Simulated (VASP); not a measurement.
# Ru (P2_1/m) in VASP: single point with PBEsol

Aim: the single point of Ru with PBEsol.

Everything below comes from runs of VASP 6.6.1. Logs are shortened: lines on timing, memory, paths and dates and some standing lists are left out, and cuts for length are marked.

### 1 The cell of the first run

It takes space group P2_1/m (No. 11, monoclinic). The conventional cell has a = 2.706 Å, b = 4.282 Å, c = 2.706 Å, α = 90.00°, β = 120.00°, γ = 90.00°. Ru (site symmetry m) has 12 Ru at 2.47 to 2.78 Å within 3.3 Å.

### 2 Single point, PBEsol (atom 1 (Ru) moved by (-0.300, -0.150) A along x and y)

File INCAR:

```
ALGO = Fast ; EDIFF = 1E-7
ENCUT = 520 ; GGA = PS
ISIF = 2 ; ISMEAR = 0
LASPH = True ; LCHARG = False
LREAL = False ; LWAVE = False
NBANDS = 21 ; NELM = 80
PREC = Accurate ; SIGMA = 0.15
```

File KPOINTS:

```
k-points
0
Gamma
  24 24 12
```

File POSCAR:

```
Ru
1.0
    2.7057993342      0.0000000000      0.0000000000
   -1.3528996671      2.3432909610      0.0000000000
    0.0000000000      0.0000000000      4.2819000000
Ru
2
Direct
    0.1904540978      0.6026541294      0.2500000000
    0.6666666667      0.3333333333      0.7500000000
```

Potentials or basis: VASP PAW PBE potentials, release 64 (Ru_pv).

Started as:

```
$ cat potpaw_PBE.64/Ru_pv/POTCAR > POTCAR
$ mpirun -np 1 vasp_std > vasp.out
```

OUTCAR:

```text
EDIFF = 1E-7
   ENCUT = 520
   GGA = PS
   ISIF = 2
   ISMEAR = 0
   LASPH = True
   LREAL = False
   NELM = 80
   PREC = Accurate

 ion  position               nearest neighbor table
   1  0.190  0.603  0.250-   2 2.47   2 2.47   2 2.76   2 2.76   2 2.78   2 2.78
   2  0.667  0.333  0.750-   1 2.47   1 2.47   1 2.76   1 2.76   1 2.78   1 2.78

  LATTYP: Found a hexagonal cell.
 ALAT       =     2.7057993342
 C/A-ratio  =     1.5824898565

  Lattice vectors:

 A1 = (   2.7057993342,   0.0000000000,   0.0000000000)
 A2 = (  -1.3528996671,   2.3432909610,   0.0000000000)
 A3 = (   0.0000000000,   0.0000000000,   4.2819000000)

Analysis of symmetry for initial positions (statically):
=====================================================================
 Subroutine PRICEL returns:
 Original cell was already a primitive cell.

 Routine SETGRP: Setting up the symmetry group for a
 hexagonal supercell.

 Subroutine GETGRP returns: Found  4 space group operations
 (whereof  1 operations were pure point group operations)
 out of a pool of 24 trial point group operations.

The static configuration has the point symmetry C_1 .
 The point group associated with its full space group is C_2h.

Analysis of symmetry for dynamics (positions and initial velocities):
=====================================================================
 Subroutine PRICEL returns:
 Original cell was already a primitive cell.

 Routine SETGRP: Setting up the symmetry group for a
 hexagonal supercell.

 Subroutine GETGRP returns: Found  4 space group operations
 (whereof  1 operations were pure point group operations)
 out of a pool of 24 trial point group operations.

The dynamic configuration has the point symmetry C_1 .
 The point group associated with its full space group is C_2h.

 Subroutine INISYM returns: Found  4 space group operations
 (whereof  1 operations are pure point group operations),
 and found     1 'primitive' translations

----------------------------------------------------------------------------------------

                                     Primitive cell

  volume of cell :      27.1493

  direct lattice vectors                    reciprocal lattice vectors
     2.705799334  0.000000000  0.000000000     0.369576556  0.213375124  0.000000000
    -1.352899667  2.343290961  0.000000000     0.000000000  0.426750249  0.000000000
     0.000000000  0.000000000  4.281900000     0.000000000  0.000000000  0.233541185

  length of vectors
[... 79 lines left out ...]
   LASPH  =      T    aspherical Exc in radial PAW
   ENCUT  =  520.0 eV  38.22 Ry    6.18 a.u.   5.03  5.03  7.96*2*pi/ulx,y,z
   NELM   =     80;   NELMIN=  2; NELMDL= -5     # of ELM steps
   EDIFF  = 0.1E-06   stopping-criterion for ELM
   LREAL  =      F    real-space projection
   EDIFFG = 0.1E-05   stopping-criterion for IOM
   NSW    =      0    number of steps for IOM
   IBRION =     -1    ionic relax: 0-MD 1-quasi-New 2-CG
   NFREE  =      0    steps in history (QN), initial steepest desc. (CG)
   ISIF   =      2    stress and relaxation
   ISYM   =      2    0-nonsym 1-usesym 2-fastsym
   POTIM  = 0.5000    time-step for ionic-motion
   TEBEG  =    0.0;   TEEND  =   0.0 temperature during run
   PSTRESS=    0.0 pullay stress
   NELECT =      28.0000    total number of electrons
   NUPDOWN=      -1.0000    fix difference up-down
   EMIN   =  10.00;   EMAX   =-10.00  energy-range for DOS
   EFERMI =   0.00;   METHOD = LEGACY
   ISMEAR =     0;   SIGMA  =   0.15  broadening in eV -4-tet -1-fermi 0-gaus
   EFERMI_NEDOS =   21; number of points for ismear=-14 and -15
   IALGO  =     68    algorithm
   IMIX   =      4    mixing-type and parameters
     AMIX     =   0.40;   BMIX     =  1.00
     AMIX_MAG =   1.60;   BMIX_MAG =  1.00
  volume/ion in A,a.u.               =      13.57        91.61
  Fermi-wavevector in a.u.,A,eV,Ry     =   1.654022  3.125649 37.222686  2.735790
  Thomas-Fermi vector in A             =   2.742361
   LORBIT       =      0    0 simple, 1 ext, 2 COOP (PROOUT), +10 PAW based schemes
   GGA     = PS    functional components
   LHFCALC =     F    Hartree Fock is set to
   AEXX    =    0.0000 exact exchange contribution
   IVDW    =     0    specifies the selected vdW correction
   LEPSILON=     F    determine dielectric tensor
   LRPA    =     F    only Hartree local field effects (RPA)
 non-spin polarized calculation
 RMM-DIIS sequential band-by-band and
 Gauss-broadening in eV      SIGMA  =   0.15
  energy-cutoff  :      520.00
  volume of cell :       27.15
 maximum number of plane-waves:       756
   NGX =  9   NGY =  9   NGZ = 15

 number of electron      28.0000007 magnetization

 Free energy of the ion-electron system (eV)
  ---------------------------------------------------
  ext. energy  EPLUGINS =         0.00000000
  ---------------------------------------------------
  free energy    TOTEN  =       -19.98125143 eV

  energy without entropy =      -19.95863062  energy(sigma->0) =      -19.96994103

 E-fermi :  12.7835     XC(G=0): -14.2676

 val. band max:       12.7823796225   @ k =  -0.0833   0.1667   0.5000
 cond. band min:      12.7837122119   @ k =  -0.3333   0.3333   0.3333
 fundamental gap:      0.0013325893
 Fermi energy:        12.7835046457

 k-point     1 :       0.0000    0.0000    0.0000
  band No.  band energies     occupation
      1     -30.9863      2.00000
      2     -30.0063      2.00000
      3     -29.7936      2.00000
      4     -29.7793      2.00000
      5     -29.7430      2.00000
      6     -29.6623      2.00000
[... 565 lines left out ...]
     20      23.0614      0.00000
     21      24.3771      0.00000

 [... further k-points ...]

------------------------ aborting loop because EDIFF is reached ----------------------------------------

  FORCE on cell =-STRESS in cart. coord.  units (eV):
  Direction    XX          YY          ZZ          XY          YZ          ZX
  --------------------------------------------------------------------------------------
  -------------------------------------------------------------------------------------
  Total       -0.1855592     -0.9693752      0.8539219      0.8160725      0.0000000      0.0000000
  in kB      -10.9505178    -57.2063407     50.3930244     48.1593932      0.0000000      0.0000000
  external PRESSURE =      -5.9212780 kB  Pullay stress =       0.0000000 kB

 VOLUME and BASIS-vectors are now :
 -----------------------------------------------------------------------------
  energy-cutoff  :      520.00
  volume of cell :       27.15
      direct lattice vectors                 reciprocal lattice vectors
     2.705799334  0.000000000  0.000000000     0.369576556  0.213375124  0.000000000
    -1.352899667  2.343290961  0.000000000     0.000000000  0.426750249  0.000000000
     0.000000000  0.000000000  4.281900000     0.000000000  0.000000000  0.233541185

 POSITION                                       TOTAL-FORCE (eV/Angst)
 -----------------------------------------------------------------------------------
     -0.30000      1.41219      1.07048         1.786228      0.847814     -0.000000
      1.35290      0.78110      3.21143        -1.786228     -0.847814      0.000000
 -----------------------------------------------------------------------------------
    total drift:                               -0.000008      0.000009     -0.000000

  FREE ENERGIE OF THE ION-ELECTRON SYSTEM (eV)
  ---------------------------------------------------
  free  energy   TOTEN  =       -19.9812514313 eV

  energy  without entropy=      -19.9586306213  energy(sigma->0) =      -19.96994103
```

OSZICAR:

```text
N       E                     dE             d eps       ncg     rms          rms(c)
DAV:   1     0.287353499973E+03    0.28735E+03   -0.17513E+04 85348   0.148E+03
DAV:   2    -0.155808117707E+02   -0.30293E+03   -0.29379E+03 87245   0.447E+02
DAV:   3    -0.214523338848E+02   -0.58715E+01   -0.58347E+01 99930   0.697E+01
DAV:   4    -0.214966306183E+02   -0.44297E-01   -0.44247E-01108129   0.575E+00
DAV:   5    -0.214971814858E+02   -0.55087E-03   -0.54684E-03 97602   0.567E-01    0.197E+01
RMM:   6    -0.200842257246E+02    0.14130E+01   -0.30260E+00 87490   0.144E+01    0.528E+00
RMM:   7    -0.199903625290E+02    0.93863E-01   -0.38884E-01 94810   0.462E+00    0.109E+00
RMM:   8    -0.199820471326E+02    0.83154E-02   -0.24668E-02 97035   0.151E+00    0.505E-01
RMM:   9    -0.199812141108E+02    0.83302E-03   -0.29832E-03 98204   0.491E-01    0.643E-02
RMM:  10    -0.199812462112E+02   -0.32100E-04   -0.50028E-04101207   0.209E-01    0.287E-02
RMM:  11    -0.199812519539E+02   -0.57428E-05   -0.89718E-05108609   0.566E-02    0.100E-02
RMM:  12    -0.199812517044E+02    0.24952E-06   -0.11897E-05112604   0.226E-02    0.557E-03
RMM:  13    -0.199812514013E+02    0.30308E-06   -0.14938E-06107838   0.837E-03    0.964E-04
RMM:  14    -0.199812514313E+02   -0.29977E-07   -0.25035E-07 79800   0.355E-03
   1 F= -.19981251E+02 E0= -.19969941E+02  d E =-.226208E-01
```

stdout:

```text
POSCAR found type information on POSCAR Ru
 POSCAR found :  1 types and       2 ions
 scaLAPACK will be used
 -----------------------------------------------------------------------------
|                                                                             |
|                                                                             |
|     You enforced a specific xc type in the INCAR file but a different       |
|     I HOPE YOU KNOW WHAT YOU ARE DOING!                                     |
|                                                                             |
 -----------------------------------------------------------------------------

 LDA part: xc-table for (Slater+PW92), standard interpolation
 POSCAR, INCAR and KPOINTS ok, starting setup
 FFT: planning ... GRIDC
 FFT: planning ... GRID_SOFT
 FFT: planning ... GRID
 WAVECAR not read
 entering main loop
WARNING in EDDRMM: call to ZHEGV failed, returncode =   8  4     20
WARNING in EDDRMM: call to ZHEGV failed, returncode =   8  4     19
WARNING in EDDRMM: call to ZHEGV failed, returncode =   8  4     19
WARNING in EDDRMM: call to ZHEGV failed, returncode =   6  3     19
WARNING in EDDRMM: call to ZHEGV failed, returncode =   8  4     20
WARNING in EDDRMM: call to ZHEGV failed, returncode =   8  4     19
```

Run time: 23 min. Hardware: 1 thread of AMD EPYC 7R13, shared host; peak memory 0.87 GiB.

What came out:

* Free energy: -19.9813 eV
* Pressure: -0.6 GPa
* Largest force: 1.977 eV/Å
* Band gap on the k mesh: zero (bands 14 and 15 overlap by 3.06 eV)

Forces on the atoms (eV/Å):
```
Ru   1.786  0.848  0.000
Ru  -1.786 -0.848  0.000
```

Stress tensor (GPa, compression positive):
```
-1.10  4.82  0.00
 4.82 -5.72  0.00
 0.00  0.00  5.04
```

Caveat: the cell differs from its parent crystal (atom 1 (Ru) moved by (-0.300, -0.150) A along x and y); the stress differs along the axes, from -6 to 5 GPa; the PAW data sets were made with another functional, which shifts forces and pressure a little.
